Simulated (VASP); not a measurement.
# La (P6_3/mmc) in VASP: further runs

La is run at these levels: PBE; tasks: single point.

Program: VASP 6.6.1. These are calculated values, not measurements. Logs are shortened: lines on timing, memory, paths and dates and some standing lists are left out, and cuts for length are marked.

## Step 1: The cell of the first run

It takes space group P6_3/mmc (No. 194, hexagonal). The conventional cell has a = 3.750 Å, b = 3.750 Å, c = 6.070 Å, α = 90.00°, β = 90.00°, γ = 120.00°. Within 4.9 Å of La (site symmetry -6m2) lie 12 La at 3.73 to 3.75 Å.

## Step 2: Single point, PBE

INCAR reads:

```
PREC = Accurate ; ENCUT = 520
EDIFF = 1E-6 ; ISMEAR = 0
SIGMA = 0.2 ; LREAL = F
LASPH = T ; NELM = 100
ALGO = Normal ; ISIF = 2
LWAVE = F ; LCHARG = F
GGA = PE ; NBANDS = 18
```

KPOINTS reads:

```
regular mesh
0
Gamma
  11 11 6
```

POSCAR reads:

```
La
1.0
    3.7500020507      0.0000000000      0.0000000000
   -1.8750010253      3.2475970401      0.0000000000
    0.0000000000      0.0000000000      6.0700000000
La
2
Direct
    0.3333333333      0.6666666667      0.2500000000
    0.6666666667      0.3333333333      0.7500000000
```

Potentials or basis: VASP PAW PBE potentials, release 64 (La).

Started as:

```sh
> cat potpaw_PBE.64/La/POTCAR > POTCAR
> mpirun -np 1 vasp_std > vasp.out
```

OUTCAR:

```text
PREC = Accurate
   ENCUT = 520
   EDIFF = 1E-6
   ISMEAR = 0
   LREAL = F
   LASPH = T
   NELM = 100
   ISIF = 2
   GGA = PE

 ion  position               nearest neighbor table
   1  0.333  0.667  0.250-
   2  0.667  0.333  0.750-

  LATTYP: Found a hexagonal cell.
 ALAT       =     3.7500020507
 C/A-ratio  =     1.6186657815

  Lattice vectors:

 A1 = (   3.7500020507,   0.0000000000,   0.0000000000)
 A2 = (  -1.8750010253,   3.2475970401,   0.0000000000)
 A3 = (   0.0000000000,   0.0000000000,   6.0700000000)

Analysis of symmetry for initial positions (statically):
=====================================================================
 Subroutine PRICEL returns:
 Original cell was already a primitive cell.

 Routine SETGRP: Setting up the symmetry group for a
 hexagonal supercell.

 Subroutine GETGRP returns: Found 24 space group operations
 (whereof 12 operations were pure point group operations)
 out of a pool of 24 trial point group operations.

The static configuration has the point symmetry D_3d.
 The point group associated with its full space group is D_6h.

Analysis of symmetry for dynamics (positions and initial velocities):
=====================================================================
 Subroutine PRICEL returns:
 Original cell was already a primitive cell.

 Routine SETGRP: Setting up the symmetry group for a
 hexagonal supercell.

 Subroutine GETGRP returns: Found 24 space group operations
 (whereof 12 operations were pure point group operations)
 out of a pool of 24 trial point group operations.

The dynamic configuration has the point symmetry D_3d.
 The point group associated with its full space group is D_6h.

 Subroutine INISYM returns: Found 24 space group operations
 (whereof 12 operations are pure point group operations),
 and found     1 'primitive' translations

----------------------------------------------------------------------------------------

                                     Primitive cell

  volume of cell :      73.9235

  direct lattice vectors                    reciprocal lattice vectors
     3.750002051  0.000000000  0.000000000     0.266666521  0.153959988  0.000000000
    -1.875001025  3.247597040  0.000000000     0.000000000  0.307919975  0.000000000
     0.000000000  0.000000000  6.070000000     0.000000000  0.000000000  0.164744646

  length of vectors
     3.750002051  3.750002051  6.070000000     0.307919975  0.307919975  0.164744646

  position of ions in fractional coordinates (direct lattice)
     0.333333333  0.666666667  0.250000000
     0.666666667  0.333333333  0.750000000

  ion indices of the primitive-cell ions
   primitive index   ion index
                 1           1
                 2           2

----------------------------------------------------------------------------------------

 KPOINTS: regular mesh

Automatic generation of k-mesh.
 Grid dimensions read from file:
 generate k-points for:   11   11    6

 Generating k-lattice:

  Cartesian coordinates                     Fractional coordinates (reciprocal lattice)
     0.024242411  0.013996363  0.000000000     0.090909091 -0.000000000  0.000000000
     0.000000000  0.027992725  0.000000000     0.000000000  0.090909091  0.000000000
     0.000000000  0.000000000  0.027457441     0.000000000  0.000000000  0.166666667

  Length of vectors
     0.027992725  0.027992725  0.027457441

  Shift w.r.t. Gamma in fractional coordinates (k-lattice)
     0.000000000  0.000000000  0.000000000

 Subroutine IBZKPT returns following result:
 ===========================================

 Found     64 irreducible k-points:

 Following reciprocal coordinates:
            Coordinates               Weight
  0.000000  0.000000  0.000000      1.000000
  0.090909 -0.000000  0.000000      6.000000
  0.181818  0.000000  0.000000      6.000000
  0.272727 -0.000000  0.000000      6.000000
  0.363636 -0.000000  0.000000      6.000000
  0.454545  0.000000  0.000000      6.000000
[... 16 lines left out ...]
  0.090909  0.090909  0.166667     12.000000
  0.181818  0.090909  0.166667     24.000000
 [... further k-points ...]
   k-points           NKPTS =     64   k-points in BZ     NKDIM =     64   number of bands    NBANDS=     18
   number of dos      NEDOS =    301   number of ions     NIONS =      2
   total plane-waves  NPLWV =  37632
   dimension x,y,z NGX =    28 NGY =   28 NGZ =   48
   dimension x,y,z NGXF=    56 NGYF=   56 NGZF=   96
   ions per type =               2
   NGX,Y,Z   is equivalent  to a cutoff of  12.41, 12.41, 13.15 a.u.
   NGXF,Y,Z  is equivalent  to a cutoff of  24.83, 24.83, 26.29 a.u.
 SYSTEM =  unknown system
   PREC   = accura    normal or accurate (medium, high low for compatibility)
   ISTART =      0    job   : 0-new  1-cont  2-samecut
   ICHARG =      2    charge: 1-file 2-atom 10-const
   ISPIN  =      1    spin polarized calculation?
   LNONCOLLINEAR =      F non collinear calculations
   LSORBIT =      F    spin-orbit coupling
   LASPH  =      T    aspherical Exc in radial PAW
   ENCUT  =  520.0 eV  38.22 Ry    6.18 a.u.   6.97  6.97 11.29*2*pi/ulx,y,z
   NELM   =    100;   NELMIN=  2; NELMDL= -5     # of ELM steps
   EDIFF  = 0.1E-05   stopping-criterion for ELM
   LREAL  =      F    real-space projection
   EDIFFG = 0.1E-04   stopping-criterion for IOM
   NSW    =      0    number of steps for IOM
   IBRION =     -1    ionic relax: 0-MD 1-quasi-New 2-CG
   NFREE  =      0    steps in history (QN), initial steepest desc. (CG)
   ISIF   =      2    stress and relaxation
   ISYM   =      2    0-nonsym 1-usesym 2-fastsym
   POTIM  = 0.5000    time-step for ionic-motion
   TEBEG  =    0.0;   TEEND  =   0.0 temperature during run
   PSTRESS=    0.0 pullay stress
   NELECT =      22.0000    total number of electrons
   NUPDOWN=      -1.0000    fix difference up-down
   EMIN   =  10.00;   EMAX   =-10.00  energy-range for DOS
   EFERMI =   0.00;   METHOD = LEGACY
   ISMEAR =     0;   SIGMA  =   0.20  broadening in eV -4-tet -1-fermi 0-gaus
   EFERMI_NEDOS =   21; number of points for ismear=-14 and -15
   IALGO  =     38    algorithm
   IMIX   =      4    mixing-type and parameters
     AMIX     =   0.40;   BMIX     =  1.00
     AMIX_MAG =   1.60;   BMIX_MAG =  1.00
  volume/ion in A,a.u.               =      36.96       249.43
  Fermi-wavevector in a.u.,A,eV,Ry     =   1.093004  2.065477 16.254295  1.194657
  Thomas-Fermi vector in A             =   2.229280
   LORBIT       =      0    0 simple, 1 ext, 2 COOP (PROOUT), +10 PAW based schemes
   GGA     = PE    functional components
   LHFCALC =     F    Hartree Fock is set to
   AEXX    =    0.0000 exact exchange contribution
   IVDW    =     0    specifies the selected vdW correction
   LEPSILON=     F    determine dielectric tensor
   LRPA    =     F    only Hartree local field effects (RPA)
 non-spin polarized calculation
 Gauss-broadening in eV      SIGMA  =   0.20
  energy-cutoff  :      520.00
  volume of cell :       73.92
 maximum number of plane-waves:      2011
 NGX is ok and might be reduce to    28
   NGX = 13   NGY = 13   NGZ = 23

 number of electron      21.9999997 magnetization

 Free energy of the ion-electron system (eV)
  ---------------------------------------------------
  ext. energy  EPLUGINS =         0.00000000
  ---------------------------------------------------
  free energy    TOTEN  =        -9.74865614 eV

  energy without entropy =       -9.66952820  energy(sigma->0) =       -9.70909217

 E-fermi :   7.9020     XC(G=0):  -9.5800

 val. band max:        7.8977399698   @ k =   0.2727   0.2727   0.1667
 cond. band min:       7.9054493452   @ k =   0.1818   0.0909   0.0000
 fundamental gap:      0.0077093754
 Fermi energy:         7.9020325154

 k-point     1 :       0.0000    0.0000    0.0000
  band No.  band energies     occupation
      1     -24.9463      2.00000
      2     -24.7401      2.00000
      3      -9.3395      2.00000
      4      -8.1305      2.00000
      5      -8.1305      2.00000
      6      -7.9436      2.00000
[... 10 lines left out ...]
     17       9.5899      0.00000
     18       9.6868      0.00000

 k-point     2 :       0.0909   -0.0000    0.0000
  band No.  band energies     occupation
      1     -24.9328      2.00000
      2     -24.7337      2.00000
      3      -9.3045      2.00000
      4      -8.2215      2.00000
      5      -8.1588      2.00000
      6      -8.0371      2.00000
[... 10 lines left out ...]
     17       9.6217      0.00000
     18       9.6234      0.00000

 k-point     3 :       0.1818    0.0000    0.0000
  band No.  band energies     occupation
      1     -24.8956      2.00000
      2     -24.7172      2.00000
      3      -9.2046      2.00000
      4      -8.4609      2.00000
      5      -8.2748      2.00000
      6      -8.2310      2.00000
[... 10 lines left out ...]
     17       9.6581      0.00000
     18       9.7142      0.00000

 k-point     4 :       0.2727   -0.0000    0.0000
  band No.  band energies     occupation
      1     -24.8438      2.00000
      2     -24.6978      2.00000
      3      -9.0550      2.00000
      4      -8.7640      2.00000
      5      -8.5628      2.00000
      6      -8.3192      2.00000
[... 10 lines left out ...]
     17       9.7433      0.00000
     18       9.7609      0.00000

 k-point     5 :       0.3636   -0.0000    0.0000
  band No.  band energies     occupation
      1     -24.7911      2.00000
      2     -24.6843      2.00000
      3      -9.0316      2.00000
      4      -8.8840      2.00000
      5      -8.8095      2.00000
      6      -8.3960      2.00000
[... 10 lines left out ...]
     17       9.7264      0.00000
     18       9.8005      0.00000

 k-point     6 :       0.4545    0.0000    0.0000
  band No.  band energies     occupation
      1     -24.7545      2.00000
      2     -24.6812      2.00000
      3      -9.1858      2.00000
      4      -8.9497      2.00000
      5      -8.7463      2.00000
      6      -8.4401      2.00000
[... 10 lines left out ...]
     17       9.7677      0.00000
     18       9.8199      0.00000

 k-point     7 :       0.0909    0.0909    0.0000
  band No.  band energies     occupation
      1     -24.9074      2.00000
      2     -24.7223      2.00000
      3      -9.2370      2.00000
      4      -8.3656      2.00000
      5      -8.2762      2.00000
      6      -8.1417      2.00000
[... 10 lines left out ...]
     17       9.6774      0.00000
     18       9.7427      0.00000

 k-point     8 :       0.1818    0.0909    0.0000
  band No.  band energies     occupation
      1     -24.8628      2.00000
      2     -24.7043      2.00000
      3      -9.1118      2.00000
      4      -8.6158      2.00000
      5      -8.5016      2.00000
      6      -8.2613      2.00000
[... 10 lines left out ...]
     17       9.6664      0.00000
     18       9.7852      0.00000
[... 229 lines left out ...]
     17       9.6987      0.00000
     18       9.7401      0.00000

 k-point    20 :       0.2727   -0.0000    0.1667
  band No.  band energies     occupation
      1     -24.8342      2.00000
      2     -24.7078      2.00000
      3      -9.0574      2.00000
      4      -8.7058      2.00000
      5      -8.6006      2.00000
      6      -8.3010      2.00000
[... 10 lines left out ...]
     17       9.6621      0.00000
     18       9.7508      0.00000

 k-point    21 :       0.3636   -0.0000    0.1667
  band No.  band energies     occupation
      1     -24.7840      2.00000
      2     -24.6915      2.00000
      3      -9.1148      2.00000
      4      -8.8923      2.00000
      5      -8.7141      2.00000
      6      -8.3759      2.00000
[... 10 lines left out ...]
     17       9.7421      0.00000
     18       9.7883      0.00000

 k-point    22 :       0.4545    0.0000    0.1667
  band No.  band energies     occupation
      1     -24.7496      2.00000
      2     -24.6861      2.00000
      3      -9.2334      2.00000
      4      -9.0184      2.00000
      5      -8.6418      2.00000
      6      -8.4190      2.00000
[... 10 lines left out ...]
     17       9.7698      0.00000
     18       9.8241      0.00000

 k-point    23 :       0.0909    0.0909    0.1667
  band No.  band energies     occupation
      1     -24.8953      2.00000
      2     -24.7350      2.00000
      3      -9.1699      2.00000
      4      -8.3426      2.00000
      5      -8.2994      2.00000
      6      -8.1726      2.00000
[... 10 lines left out ...]
     17       9.6997      0.00000
     18       9.7466      0.00000

 k-point    24 :       0.1818    0.0909    0.1667
  band No.  band energies     occupation
      1     -24.8524      2.00000
      2     -24.7152      2.00000
      3      -9.0801      2.00000
      4      -8.5869      2.00000
      5      -8.5214      2.00000
      6      -8.2710      2.00000
[... 10 lines left out ...]
     17       9.7001      0.00000
     18       9.7549      0.00000

 [... further k-points ...]

------------------------ aborting loop because EDIFF is reached ----------------------------------------

  FORCE on cell =-STRESS in cart. coord.  units (eV):
  Direction    XX          YY          ZZ          XY          YZ          ZX
  --------------------------------------------------------------------------------------
  -------------------------------------------------------------------------------------
  Total        0.2948521      0.2948521      0.2350382      0.0000000      0.0000000      0.0000000
  in kB        6.3904645      6.3904645      5.0940919      0.0000000      0.0000000      0.0000000
  external PRESSURE =       5.9583403 kB  Pullay stress =       0.0000000 kB

 VOLUME and BASIS-vectors are now :
 -----------------------------------------------------------------------------
  energy-cutoff  :      520.00
  volume of cell :       73.92
      direct lattice vectors                 reciprocal lattice vectors
     3.750002051  0.000000000  0.000000000     0.266666521  0.153959988  0.000000000
    -1.875001025  3.247597040  0.000000000     0.000000000  0.307919975  0.000000000
     0.000000000  0.000000000  6.070000000     0.000000000  0.000000000  0.164744646

 POSITION                                       TOTAL-FORCE (eV/Angst)
 -----------------------------------------------------------------------------------
     -0.00000      2.16506      1.51750         0.000000     -0.000000      0.000000
      1.87500      1.08253      4.55250        -0.000000      0.000000      0.000000
 -----------------------------------------------------------------------------------
    total drift:                               -0.000000      0.000000     -0.000000

  FREE ENERGIE OF THE ION-ELECTRON SYSTEM (eV)
  ---------------------------------------------------
  free  energy   TOTEN  =        -9.7486561446 eV

  energy  without entropy=       -9.6695282019  energy(sigma->0) =       -9.70909217
```

Run time: 57 s. Hardware: 1 thread of AMD EPYC 9R45 (Zen 5), shared host; peak memory 0.21 GiB.

Results:

```
Free energy            : -9.7487 eV
Pressure               : 0.6 GPa
Band gap on the k mesh : zero (bands 11 and 12 overlap by 1.47 eV)
```

Stress tensor (GPa, compression positive):
```
0.64 0.00 0.00
0.00 0.64 0.00
0.00 0.00 0.51
```

Caveat: spin-orbit coupling is left out, which moves the levels of the heavy elements.

## Step 3: Single point, PBE

INCAR reads:

```
PREC     = Accurate       # precision mode
ENCUT    = 520            # plane-wave cutoff, eV
EDIFF    = 1E-7           # SCF threshold, eV
ISMEAR   = -1             # smearing method
SIGMA    = 0.15           # smearing width, eV
LREAL    = F              # projectors in reciprocal space
LASPH    = T              # aspherical terms in the spheres
NELM     = 60             # most SCF steps
ALGO     = Normal         # electronic algorithm
ISIF     = 2              # what is computed and relaxed
LWAVE    = F              # write WAVECAR
LCHARG   = F              # write CHGCAR
GGA      = PE             # functional
NBANDS   = 18             # bands
```

KPOINTS is that of step 2.

POSCAR is that of step 2.

Potentials or basis: VASP PAW PBE potentials, release 64 (La).

Started as:

```sh
> cat potpaw_PBE.64/La/POTCAR > POTCAR
> mpirun -np 1 vasp_std > vasp.out
```

Run time: 66 s. Hardware: 1 thread of AMD EPYC 9R45 (Zen 5), shared host; peak memory 0.21 GiB.

Results (log left out):

```
Free energy            : -9.8498 eV
Pressure               : 0.8 GPa
Band gap on the k mesh : zero (bands 11 and 12 overlap by 1.48 eV)
```

Stress tensor (GPa, compression positive):
```
0.79 0.00 0.00
0.00 0.79 0.00
0.00 0.00 0.72
```

Levels at points of the mesh, in eV from the Fermi level:
```csv
k point,band 9,band 10,band 11,band 12,band 13,band 14
"(0.00, 0.00, 0.00)",-3.16,-1.75,1.12,1.34,1.34,1.58
"(0.00, 0.00, 0.50)",-1.85,-1.85,0.61,0.61,1.39,1.39
```

Caveat: spin-orbit coupling is left out, which moves the levels of the heavy elements.
